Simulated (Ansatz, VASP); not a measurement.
## One calculation of Al3Ni2, two programs

File POSCAR:

```
Al3Ni2
1.0
    4.2070574305      0.0000000000      0.0000000000
   -2.1035287153      3.6434186099      0.0000000000
    0.0000000000      0.0000000000      4.8615270317
Al Ni
3 2
Direct
    0.0000000000      0.0000000000      0.0000000000
    0.3333333333      0.6666666667      0.6484376367
    0.6666666667      0.3333333333      0.3515623633
    0.3333333333      0.6666666667      0.1462123372
    0.6666666667      0.3333333333      0.8537876628
```

Contents of INCAR.step1:

```
SYSTEM = Al3Ni2
ALGO = Normal ; EDIFF = 1E-4
ENCUT = 520 ; GGA = PE
ISMEAR = 0 ; LASPH = .True.
LCHARG = .False. ; LREAL = .False.
LWAVE = .True. ; NBANDS = 22
NELM = 100 ; PREC = Accurate
SIGMA = 0.15
```

File INCAR.step2:

```
SYSTEM = Al3Ni2
ALGO = Normal ; EDIFF = 1E-6
ENCUT = 520 ; ISIF = 2
ISMEAR = 0 ; ISTART = 1
LASPH = .True. ; LCHARG = .True.
LELF = .True. ; LMIXTAU = .True.
LREAL = .False. ; LVHAR = .True.
LWAVE = .False. ; METAGGA = R2SCAN
NBANDS = 22 ; NELM = 100
PREC = Accurate ; SIGMA = 0.15
```

File KPOINTS:

```
k-points
0
Gamma
  12 12 10
  0 0 0
```

Input for Ansatz:

```yaml
crystal:
  lattice:
    - [4.2070574305, 0.0, 0.0]
    - [-2.1035287153, 3.6434186099, 0.0]
    - [0.0, 0.0, 4.8615270317]
  atoms:
    - { symbol: Al, position: [0.0, 0.0, 0.0] }
    - { symbol: Al, position: [0.3333333333, 0.6666666667, 0.6484376367] }
    - { symbol: Al, position: [0.6666666667, 0.3333333333, 0.3515623633] }
    - { symbol: Ni, position: [0.3333333333, 0.6666666667, 0.1462123372] }
    - { symbol: Ni, position: [0.6666666667, 0.3333333333, 0.8537876628] }
basis:
  ecutwfc: 500
kpoints:
  mp_grid: { grid: [12, 12, 10] }
hamiltonian:
  xc: r2scan
scf:
  occupations: { method: gaussian, width: 0.15 }
output:
  forces: true
  stress: true
  eigenvalues: true
```

Change from the starting cell: strain +0.050 along x and y, +0.000 along z, atoms carried along.

Alike in both runs: task single point; functional r2SCAN; k mesh 12 × 12 × 10; occupations gaussian, width 0.15 eV; no spin polarisation.

|  | VASP | Ansatz |
| --- | --- | --- |
| version | VASP 6.6.1 | Ansatz 0.2.0 |
| potentials or method | VASP PAW PBE potentials, release 64 (Al, Ni), cutoff 520 eV | scalar-relativistic, plane waves, PAW |
| valence electrons in the cell | 29 | 45 |

Ansatz gave:

* gap on the k mesh at the Fermi level (eV): none
* pressure (GPa): -11.0
* traceless stress, the component that is largest in VASP (GPa): 6.00
* rms of the force components (eV/Å): 0.055

Question: What did VASP give for the same quantities?

Answer: gap on the k mesh at the Fermi level (eV): none; pressure (GPa): -11.2; traceless stress, the component that is largest in VASP (GPa): 5.98; rms of the force components (eV/Å): 0.048.

VASP's potentials were made for PBE, not for r2SCAN. Atom by atom the forces differ by 0.007 eV/Å (rms over components). A gap of «none» marks a metal or a gap that the smearing closes. VASP's potentials hold 29 valence electrons a cell and Ansatz's 45, so a difference there can come from the potentials and not from the codes.
